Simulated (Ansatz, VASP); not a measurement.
**BaTiO3 in VASP and in Ansatz**

```
Ba Ti O
1.0
     3.98333    0.00000    0.00000
     0.00000    2.86260    2.87534
     0.00000   -2.86260    2.87534
Ba Ti O
1 1 3
Direct
  0.00000 0.00341 0.00341
  0.50000 0.51850 0.51850
  0.50000 0.97843 0.49135
  0.50000 0.49135 0.97843
  0.00000 0.48820 0.48820
```

Alike in both runs: task relaxation of the atoms; functional PBEsol; k mesh 8 × 8 × 8; occupations gaussian, width 0.02 eV; no spin polarisation.

```csv
,VASP,Ansatz
version,VASP 6.6.1,Ansatz 0.2.0
potentials or method,"VASP PAW PBE potentials, release 64 (Ba_sv, Ti_sv, O), cutoff 520 eV","scalar-relativistic, plane waves, PAW"
valence electrons in the cell,40,40
```

|  | VASP | Ansatz | Ansatz less VASP |
| --- | --- | --- | --- |
| gap on the k mesh at the Fermi level, each at its own relaxed structure (eV) | 2.17 | 2.27 | +0.096 |

VASP's potentials were made for PBE, not for PBEsol, and Ansatz warns of the same on its side. Ansatz's warnings: stress scf threshold loose.

Spin-orbit coupling is off throughout.
